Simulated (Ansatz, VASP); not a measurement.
**Au: VASP beside Ansatz**

```xyz
1
Lattice="0.0000 2.0230 2.0230 2.0230 0.0000 2.0230 2.0230 2.0230 0.0000" Properties=species:S:1:pos:R:3 pbc="T T T"
Au    0.0000    0.0000    0.0000
```

Alike in both runs: task single point; functional LDA; k mesh 13 × 13 × 13; occupations methfessel-paxton of order 1, width 0.1 eV; no spin polarisation.

|  | VASP | Ansatz |
| --- | --- | --- |
| version | VASP 6.6.1 | Ansatz 0.2.0 |
| potentials or method | VASP PAW LDA potentials, release 64 (Au), cutoff 520 eV | plane waves (420 eV) with PAW, scalar-relativistic |
| valence electrons in the cell | 11 | 19 |

VASP gave:

```
pressure (GPa) : 0.4
```

Task: Which values does Ansatz return?

Result: Pressure (GPa): -0.1.

Ansatz warns that its potentials were made for another functional, while VASP's fit it. LDA's correlation is that of Perdew and Zunger in VASP and of Perdew and Wang (1992) in Ansatz. VASP's potentials hold 11 valence electrons a cell and Ansatz's 19, so a difference there can come from the potentials and not from the codes.

Neither program's run includes spin-orbit coupling.
